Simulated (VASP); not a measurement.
**BaBe4Ag: single point with PBE**

The system is BaBe4Ag.

```xyz
6
Lattice="0.0000 3.6430 3.6430 3.6430 0.0000 3.6430 3.6430 3.6430 0.0000" Properties=species:S:1:pos:R:3 pbc="T T T"
Ba    0.0000    0.0000    0.0000
Be    4.4504    2.8356    2.8356
Be    4.4504    4.4504    4.4504
Be    2.8356    4.4504    2.8356
Be    2.8356    2.8356    4.4504
Ag    1.8215    1.8215    1.8215
```

| Property | Result |
| --- | --- |
| Program | VASP 6.6.1 |
| Task | single point |
| Functional | PBE |
| Potentials or basis | VASP PAW PBE potentials, release 64 (Ba_sv, Be, Ag) |
| Cutoff | 520 eV |
| k mesh | 10 × 10 × 10 |
| Occupations | gaussian, width 0.1 eV |
| Spin | no spin polarisation |

The pressure is 0.6 GPa and the largest force is 0.008 eV/Å.

Forces on the atoms (eV/Å):
```
Ba   0.000  0.000  0.000
Be  -0.005  0.005  0.005
Be  -0.005 -0.005 -0.005
Be   0.005 -0.005  0.005
Be   0.005  0.005 -0.005
Ag   0.000  0.000  0.000
```

Levels at points of the mesh, in eV from the Fermi level:
| k point | band 13 | band 14 | band 15 | band 16 | band 17 | band 18 |
| --- | --- | --- | --- | --- | --- | --- |
| (0.00, 0.00, 0.00) | -1.96 | -1.96 | -0.06 | -0.06 | 0.49 | 0.49 |
| (0.50, 0.00, 0.00) | -2.23 | -2.23 | 0.74 | 0.74 | 1.63 | 1.96 |
| (0.50, 0.50, 0.00) | -1.69 | -1.69 | -0.97 | 0.60 | 2.13 | 2.43 |

Run time: 86 s on 1 thread of Intel(R) Xeon(R) 6975P-C (Granite Rapids), on a shared host, peak memory 0.32 GiB.

Caveat: spin-orbit coupling is left out, which moves the levels of the heavy elements.
